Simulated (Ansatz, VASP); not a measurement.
# CdS in VASP and in Ansatz

```
Cd S
1.0
     4.40853    0.00000    0.00000
    -2.20426    3.81790    0.00000
     0.00000    0.00000    5.74812
Cd S
2 2
Direct
  0.33333 0.66667 0.25000
  0.66667 0.33333 0.75000
  0.66667 0.33333 0.25000
  0.33333 0.66667 0.75000
```

Alike in both runs: task single point; functional r2SCAN; k mesh 6 × 6 × 4; no spin polarisation.

```csv
,VASP,Ansatz
version,VASP 6.6.1,Ansatz 0.2.0
potentials or method,"VASP PAW PBE potentials, release 64 (Cd, S)","plane waves, PAW"
plane-wave cutoff (eV),520,500
occupations,"gaussian, width 0.01 eV",fixed
valence electrons in the cell,36,52
```

Ansatz gave:

- gap on the k mesh at the Fermi level (eV): 1.48

Question: What did VASP give for the same quantities?

Answer: gap on the k mesh at the Fermi level (eV): 1.46.

VASP's potentials were made for PBE, not for r2SCAN. VASP's potentials hold 36 valence electrons a cell and Ansatz's 52, so a difference there can come from the potentials and not from the codes.
